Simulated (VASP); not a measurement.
Write the native input for VASP 6.6.1 that does the following.

```yaml
Task: single point
Functional: PBE
Potentials_or_basis: VASP PAW PBE potentials, release 64 (Ti_sv, Te)
Cutoff: 520 eV
k_mesh: 10 × 10 × 5
Occupations: fermi-dirac, width 0.1 eV
Spin: no spin polarisation
Dipole_correction: no
Further_INCAR_settings: ALGO = Normal; EDIFF = 1e-06; NBANDS = 19
```

The structure of TiTe2 lies in POSCAR:

```
TiTe2
1.0
    3.7452590035      0.0000000000      0.0000000000
   -1.8726295018      3.2434894903      0.0000000000
    0.0000000000      0.0000000000      6.4433923762
Ti Te
1 2
Direct
    0.0000000000      0.0000000000      0.0000000000
    0.6666666667      0.3333333333      0.2628000000
    0.3333333333      0.6666666667      0.7372000000
```

These files were run (other wordings do the same):

INCAR

```
SYSTEM = TiTe2
  ALGO = Normal
  EDIFF = 1E-6
  ENCUT = 520
  GGA = PE
  ISIF = 2
  ISMEAR = -1
  LASPH = .True.
  LCHARG = .False.
  LREAL = .False.
  LWAVE = .False.
  NBANDS = 19
  NELM = 80
  PREC = Accurate
  SIGMA = 0.1
```

KPOINTS

```
k-points
0
Gamma
  10 10 5
  0 0 0
```

Potentials or basis: VASP PAW PBE potentials, release 64 (Ti_sv, Te).

The run is started by

```console
$ cat potpaw_PBE.64/Ti_sv/POTCAR potpaw_PBE.64/Te/POTCAR > POTCAR
$ mpirun -np 1 vasp_std > vasp.out
```

It gave:

```yaml
Pressure: 2.7 GPa
Largest_force: 0.260 eV/Å
Band_gap_on_the_k_mesh: zero (band 12 reaches 7.53 eV, above the bottom of band 13 at 6.89 eV)
```

Caveat: spin-orbit coupling is left out, which moves the levels of the heavy elements; this functional lacks dispersion, which binds the layers, so the pressure and a relaxed spacing across them are unreliable.

Run time: 45 s on 1 thread of Intel(R) Xeon(R) 6975P-C (Granite Rapids), with other jobs on the host, peak memory 0.23 GiB.
